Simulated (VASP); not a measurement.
A run of VASP 6.6.1 is set up as follows.

File INCAR:

```
ALGO = Normal
EDIFF = 1E-6
ENCUT = 600
GGA = CA
GGA_COMPAT = False
ISIF = 2
ISMEAR = 0
LASPH = True
LCHARG = False
LREAL = False
LWAVE = False
NBANDS = 16
NELM = 120
PREC = Accurate
SIGMA = 0.01
```

KPOINTS

```
k-points
0
Gamma
  3 3 2
```

Contents of POSCAR:

```
BN
1.0
    2.5360000000      0.0000000000      0.0000000000
   -1.2680000000      2.1962400000      0.0000000000
    0.0000000000      0.0000000000      4.1990000000
B N
2 2
Direct
    0.6666666667      0.3333333333      0.0000000000
    0.3333333333      0.6666666667      0.5000000000
    0.6666666667      0.3333333333      0.3750000000
    0.3333333333      0.6666666667      0.8750000000
```

Potentials or basis: VASP PAW LDA potentials, release 64 (B, N).

Command:

```bash
$ cat potpaw_LDA.64/B/POTCAR potpaw_LDA.64/N/POTCAR > POTCAR
$ mpirun -np 1 vasp_std > vasp.out
```

Task: What does it give for the largest force?

Result: 0.202 eV/Å.

Task: Predict the pressure.

Result: -3.7 GPa.

Stress tensor (GPa, compression positive):
```
-1.62  0.00  0.00
 0.00 -1.62  0.00
 0.00  0.00 -7.79
```

Caveat: the k points lie up to 0.95 Å⁻¹ apart.
